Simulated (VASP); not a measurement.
AgAu2Cl3: single point with r2SCAN+rVV10

AgAu2Cl3:

```
Ag Au Cl
1.0
     4.20861    0.00000    0.00000
    -2.10430    3.64476    0.00000
     0.00000    0.00000    9.08470
Ag Au Cl
1 2 3
Direct
  0.33333 0.66667 0.69917
  0.00000 0.00000 0.89242
  0.66667 0.33333 0.26773
  0.00000 0.00000 0.28858
  0.66667 0.33333 0.60854
  0.33333 0.66667 0.99355
```

- Program: VASP 6.6.1
- Task: single point
- Functional: r2SCAN
- Dispersion: rVV10
- Potentials or basis: VASP PAW PBE potentials, release 64 (Ag, Au, Cl)
- Cutoff: 550 eV
- k mesh: 6 × 6 × 4
- Occupations: fermi-dirac, width 0.03 eV
- Spin: no spin polarisation

The pressure is 0.1 GPa and the largest force is 0.009 eV/Å. The band gap on the k mesh is zero (filled and empty bands overlap).

Forces in eV/Å, atoms in the order of the input:
```
Ag   0.000  0.000 -0.006
Au   0.000  0.000  0.001
Au   0.000  0.000  0.002
Cl   0.000  0.000  0.004
Cl   0.000  0.000 -0.009
Cl   0.000  0.000  0.008
```

Levels at points of the mesh, in eV from the Fermi level:
```tsv
k point	band 24	band 25	band 26	band 27	band 28	band 29	band 30	band 31
(0.00, 0.00, 0.00)	-1.14	-1.14	-0.66	0.00	0.00	1.36	2.61	5.62
(0.50, 0.00, 0.00)	-1.87	-1.81	-1.62	-1.32	1.32	3.24	3.69	5.38
(0.00, 0.00, 0.50)	-1.17	-1.17	-0.17	0.00	0.00	0.83	2.61	5.78
(0.50, 0.00, 0.50)	-1.90	-1.84	-1.63	-1.32	1.42	3.15	3.45	5.44
```

Wall time 4.2 min on 1 thread of Intel(R) Xeon(R) Platinum 8559C (Emerald Rapids), on a shared host, peak memory 0.61 GiB.

Caveat: the PAW data sets were made with another functional, which shifts forces and pressure a little; spin-orbit coupling is left out, which moves the levels of the heavy elements.
